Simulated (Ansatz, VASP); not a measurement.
## Te: VASP beside Ansatz

```xyz
3
Lattice="6.3810 0.0000 0.0000 -3.1905 5.5261 0.0000 0.0000 0.0000 3.1918" Properties=species:S:1:pos:R:3 pbc="T T T"
Te   -1.5952    2.7631    1.5959
Te    3.1905    0.0000    1.5959
Te    1.5952    2.7631    1.5959
```

Alike in both runs: functional PBE; k mesh 9 × 9 × 16; occupations gaussian, width 0.1 eV; no spin polarisation.

Ansatz relaxed the structure, and its values are those at the end. VASP's run is a single point on that final structure, the one shown.

|  | VASP | Ansatz |
| --- | --- | --- |
| version | VASP 6.6.1 | Ansatz 0.2.0 |
| potentials or method | VASP PAW PBE potentials, release 64 (Te), cutoff 520 eV | scalar-relativistic, plane waves, PAW |
| valence electrons in the cell | 18 | 48 |

```tsv
	VASP	Ansatz	Ansatz less VASP
gap on the k mesh at the Fermi level (eV)	none	none	-
pressure (GPa)	-0.1	0.0	+0.04
```

A gap of «none» marks a metal or a gap that the smearing closes. The functional is the same, so the differences come from potentials, cutoffs and numerics. VASP's potentials hold 18 valence electrons a cell and Ansatz's 48, so a difference there can come from the potentials and not from the codes.

Spin-orbit coupling is off throughout.
